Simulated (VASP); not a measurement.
# Nb: electric field gradients with LDA

The system is Nb.

```xyz
1
Lattice="0.0000 2.0864 2.0864 2.0864 0.0000 2.0864 2.0864 2.0864 0.0000" Properties=species:S:1:pos:R:3 pbc="T T T"
Nb    0.0000    0.0000    0.0000
```

This cell differs from its parent crystal: volume scaled by 0.96.

```json
{
  "Program": "VASP 6.6.1",
  "Task": "electric field gradients",
  "Functional": "LDA",
  "Potentials or basis": "VASP PAW LDA potentials, release 64 (Nb_sv)",
  "Cutoff": "520 eV",
  "k mesh": "13 × 13 × 13",
  "Occupations": "fermi-dirac, width 0.03 eV",
  "Spin": "no spin polarisation",
  "Dipole correction": "no",
  "Further INCAR settings": "ALGO = Normal; EDIFF = 1e-08; NBANDS = 12"
}
```

```json
{"Pressure": "-4.0 GPa"}
```

Levels at points of the mesh, in eV from the Fermi level:
```csv
k point,band 2,band 3,band 4,band 5,band 6,band 7,band 8,band 9,band 10,band 11
"(0.00, 0.00, 0.00)",-29.92,-29.92,-29.92,-6.26,0.07,0.07,0.07,2.77,2.77,11.93
```

Wall time 30 s on 1 thread of Intel Xeon 8259CL, on a shared host, peak memory 0.14 GiB.

Caveat: without QUAD_EFG the Cq values of the log hold for a quadrupole moment of 1 mb, not for the nuclei.
